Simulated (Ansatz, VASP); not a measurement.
**Ir: VASP beside Ansatz**

```xyz
1
Lattice="0.0000 1.9055 1.9055 1.9055 0.0000 1.9055 1.9055 1.9055 0.0000" Properties=species:S:1:pos:R:3 pbc="T T T"
Ir    0.0000    0.0000    0.0000
```

Alike in both runs: functional LDA; k mesh 18 × 18 × 18; occupations gaussian, width 0.1 eV; no spin polarisation.

Ansatz relaxed the structure, and its values are those at the end. VASP's run is a single point on that final structure, the one shown.

|  | VASP | Ansatz |
| --- | --- | --- |
| version | VASP 6.6.1 | Ansatz 0.2.0 |
| potentials or method | VASP PAW LDA potentials, release 64 (Ir), cutoff 520 eV | scalar-relativistic, plane waves, PAW |
| valence electrons in the cell | 9 | 17 |

VASP gave:

```
gap on the k mesh at the Fermi level (eV) : none
pressure (GPa)                            : 2.6
```

Problem. What did Ansatz give for the same quantities?

Solution. gap on the k mesh at the Fermi level (eV): none; pressure (GPa): 0.0.

Ansatz warns that its potentials were made for another functional, while VASP's fit it. LDA's correlation is that of Perdew and Zunger in VASP and of Perdew and Wang (1992) in Ansatz. A gap of «none» marks a metal or a gap that the smearing closes. VASP's potentials hold 9 valence electrons a cell and Ansatz's 17, so a difference there can come from the potentials and not from the codes.

Neither program's run includes spin-orbit coupling.
